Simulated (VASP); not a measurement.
Runs of VASP 6.6.1 on B. The structure is that of space group P6/mmm (No. 191), or close to it. The cells are those of the table. 

```tsv
cell	gap on the mesh (eV)	pressure (GPa)
a = 1.685, b = 1.685, c = 3.599 Å, angles 90.0, 90.0, 120.0°, 1 atom	none	3.1
a = 1.668, b = 1.668, c = 3.561 Å, angles 90.0, 90.0, 120.0°, 1 atom	none	9.9
a = 1.702, b = 1.702, c = 3.635 Å, angles 90.0, 90.0, 120.0°, 1 atom	none	(a)
a = 1.736, b = 1.736, c = 3.707 Å, angles 90.0, 90.0, 120.0°, 1 atom	none	-12.6
a = 1.719, b = 1.719, c = 3.671 Å, angles 90.0, 90.0, 120.0°, 1 atom	none	(b)
```

Alike in all rows: task single point; level LDA; potentials or basis VASP PAW LDA potentials, release 64 (B); no spin polarisation; k mesh 19 × 19 × 8; cutoff (eV) 520; smearing fermi-dirac 0.05 eV.

Problem. Fill in the values left out.

Solution. (a) -2.9; (b) -8.1.

A gap of «none» marks levels without a gap at the run's occupations.
